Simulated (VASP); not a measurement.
Crystal: BaTiO3.

```
Ba Ti O
1.0
     3.87427    0.00000    0.00000
     0.00000    3.87427    0.00000
     0.00000    0.00000    4.08875
Ba Ti O
1 1 3
Direct
  0.00000 0.00000 0.00000
  0.50000 0.50000 0.50000
  0.50000 0.50000 0.00000
  0.50000 0.00000 0.50000
  0.00000 0.50000 0.50000
```

This cell differs from its parent crystal: epitaxial xy strain -3.0%.

Base run:

| Item | Value |
| --- | --- |
| Program | VASP 6.6.1 |
| Functional | r2SCAN |
| Potentials or basis | VASP PAW PBE potentials, release 64 (Ba_sv, Ti_sv, O) |
| Cutoff | 520 eV |
| k mesh | 6 × 6 × 6 |
| Occupations | gaussian, width 0.01 eV |
| Spin | no spin polarisation |

Its results: band gap on the k mesh 2.12 eV (least direct gap 2.29 eV); pressure 10.5 GPa.

Problem. The run is repeated on the same cell with these changes: functional from r2SCAN to HSE06; k mesh from 6 × 6 × 6 to 4 × 4 × 4. What comes out?

Solution. Band gap on the k mesh 3.14 eV (least direct gap 3.27 eV); pressure 7.6 GPa.

Several settings changed at once.

Caveats: the PAW data sets were made with another functional, which shifts forces and pressure a little; spin-orbit coupling is left out, which moves the levels of the heavy elements; the stress differs along the axes, from 2 to 15 GPa (at least some runs); the stress differs along the axes, from -0 to 12 GPa (at least some runs).

A k mesh can miss the band edges.
